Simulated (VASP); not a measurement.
P:

```
P
1.0
     3.25730    0.00000    0.00000
    -1.62865    2.82090    0.00000
     0.00000    0.00000    3.04354
P
1
Direct
  0.00000 0.00000 0.00000
```

This isn't the form of P at room conditions, which is orthorhombic.

```yaml
Program: VASP 6.6.1
Task: relaxation of cell and atoms
Functional: PBE
Potentials_or_basis: VASP PAW PBE potentials, release 64 (P)
Cutoff: 600 eV
k_mesh: 6 × 6 × 6
Occupations: gaussian, width 0.1 eV
Spin: no spin polarisation
```

At the start: pressure -17.1 GPa; volume 27.97 Å³/atom.

**Question.** Where does the relaxation end?

**Answer.** Over 10 steps the energy falls by 1159.1 meV/atom and the volume is 14.54 Å³/atom (-48.0 %); space group P6/mmm (No. 191, to 0.1 Å) before and after.

Step by step:
```csv
step,energy change (eV),largest force (eV/Å),pressure (GPa),volume (Å³)
1,0.0000,0.0000,-17.11,27.97
2,-1.0503,0.0000,-8.71,17.50
3,-1.0872,0.0000,-2.97,16.10
4,-1.0871,0.0000,-2.19,15.91
5,-1.1542,0.0000,0.56,14.52
6,-1.1511,0.0000,3.65,14.05
7,-1.1575,0.0000,1.60,14.33
8,-1.1575,0.0000,1.81,14.30
9,-1.1586,0.0000,-0.87,14.68
10,-1.1591,0.0000,0.04,14.54
```

Final structure:
```
CELL_PARAMETERS angstrom
2.59488 0.00000 0.00000
-1.29744 2.24723 0.00000
0.00000 0.00000 2.49359
ATOMIC_POSITIONS crystal
P 0.00000 0.00000 0.00000
```

Caveat: the k points lie up to 0.47 Å⁻¹ apart in the final cell, too coarse for converged energies and pressures of a metal; the volume moved by over 15 % at a fixed basis, so the end points are rough.
